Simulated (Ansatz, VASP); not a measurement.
Two plane-wave programs on MoS2

```
Mo S
1.0
     0.00000    2.93240    2.93240
     2.93240    0.00000    2.93240
     2.93240    2.93240    0.00000
Mo S
1 2
Direct
  0.00000 0.00000 0.00000
  0.25000 0.25000 0.25000
  0.75000 0.75000 0.75000
```

Alike in both runs: task single point; functional PBEsol; k mesh 6 × 6 × 6; occupations fermi-dirac, width 0.02 eV; no spin polarisation.

```csv
,VASP,Ansatz
version,VASP 6.6.1,Ansatz 0.2.0
potentials or method,"VASP PAW PBE potentials, release 64 (Mo_sv, S)","plane waves, PAW"
plane-wave cutoff (eV),520,420
valence electrons in the cell,26,26
```

|  | VASP | Ansatz | Ansatz less VASP |
| --- | --- | --- | --- |
| pressure (GPa) | -4.5 | -4.6 | -0.12 |

VASP's potentials were made for PBE, not for PBEsol. The functional is the same, so the differences come from potentials, cutoffs and numerics.
